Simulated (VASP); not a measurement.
Set up this calculation in VASP 6.6.1, as the native input.

```
Task                   : relaxation of cell and atoms
Functional             : PBEsol
Potentials or basis    : VASP PAW PBE potentials, release 64 (Ag)
Cutoff                 : 600 eV
k mesh                 : 18 × 18 × 10
Occupations            : gaussian, width 0.1 eV
Spin                   : no spin polarisation
Target pressure        : 1 GPa
Dipole correction      : no
Further INCAR settings : ALGO = Fast; EDIFF = 1e-06; IBRION = 2; EDIFFG = -0.008; NSW = 70; ISIF = 3
```

The structure of Ag lies in POSCAR:

```
Ag
1.0
    2.8577874069      0.0000000000      0.0000000000
   -1.4288937034      2.4749164929      0.0000000000
    0.0000000000      0.0000000000      4.6757734483
Ag
2
Direct
    0.3333333333      0.6666666667      0.2500000000
    0.6666666667      0.3333333333      0.7500000000
```

This isn't the form of Ag at room conditions, which is fcc.

The input as run:

INCAR

```
PREC = Accurate
ENCUT = 600
EDIFF = 1E-6
ISMEAR = 0
SIGMA = 0.1
LREAL = False
LASPH = True
NELM = 60
ALGO = Fast
ISIF = 3
LWAVE = False
LCHARG = False
GGA = PS
IBRION = 2
NSW = 70
EDIFFG = -0.008
PSTRESS = 10.0
```

KPOINTS

```
regular mesh
0
Gamma
  18 18 10
```

Potentials or basis: VASP PAW PBE potentials, release 64 (Ag).

Command:

```bash
$ cat potpaw_PBE.64/Ag/POTCAR > POTCAR
$ mpirun -np 1 vasp_std > vasp.out
```

It gave:

```
Relaxed volume                                             : 16.52 Å³/atom
Relaxed cell                                               : a = 2.857 Å, b = 2.857 Å, c = 4.675 Å, α = 90.00°, β = 90.00°, γ = 120.00°
Space group after relaxing (to 0.1 Å)                      : P6_3/mmc (No. 194)
Energy change on relaxing (the run minimises the enthalpy) : +0.1 meV/atom
Ionic steps                                                : 3
Pressure after relaxing                                    : 1.0 GPa
Band gap on the k mesh                                     : zero (bands 11 and 12 overlap by 7.57 eV)
```

Caveat: the cell is relaxed towards a set pressure, so the run minimises the enthalpy, not the energy; the PAW data sets were made with another functional, which shifts forces and pressure a little.

Run time: 3.2 min on 1 thread of Intel(R) Xeon(R) Platinum 8375C CPU @ 2.90GHz (Ice Lake), on a shared host, peak memory 0.26 GiB.
